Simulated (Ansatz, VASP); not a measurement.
**One calculation of IrS, two programs**

```xyz
2
Lattice="0.0000 2.4672 2.4672 2.4672 0.0000 2.4672 2.4672 2.4672 0.0000" Properties=species:S:1:pos:R:3 pbc="T T T"
Ir    2.4672    2.4672    2.4672
S     0.0000    0.0000    0.0000
```

Alike in both runs: task single point; functional PBE; k mesh 6 × 6 × 6; occupations gaussian, width 0.05 eV; no spin polarisation.

|  | VASP | Ansatz |
| --- | --- | --- |
| version | VASP 6.6.1 | Ansatz 0.2.0 |
| potentials or method | VASP PAW PBE potentials, release 64 (Ir, S), cutoff 520 eV | scalar-relativistic, plane waves, PAW |
| valence electrons in the cell | 15 | 23 |

Ansatz gave:

```
gap on the k mesh at the Fermi level (eV) : none
pressure (GPa)                            : 1.0
```

Task: What did VASP give for the same quantities?

Result: gap on the k mesh at the Fermi level (eV): none; pressure (GPa): 1.5.

A gap of «none» marks a metal or a gap that the smearing closes. With one functional, cell and mesh, what is left measures potentials, basis and numerics. VASP's potentials hold 15 valence electrons a cell and Ansatz's 23, so a difference there can come from the potentials and not from the codes.

The k mesh is coarse, so the values compare programs but aren't converged. Spin-orbit coupling is off throughout.
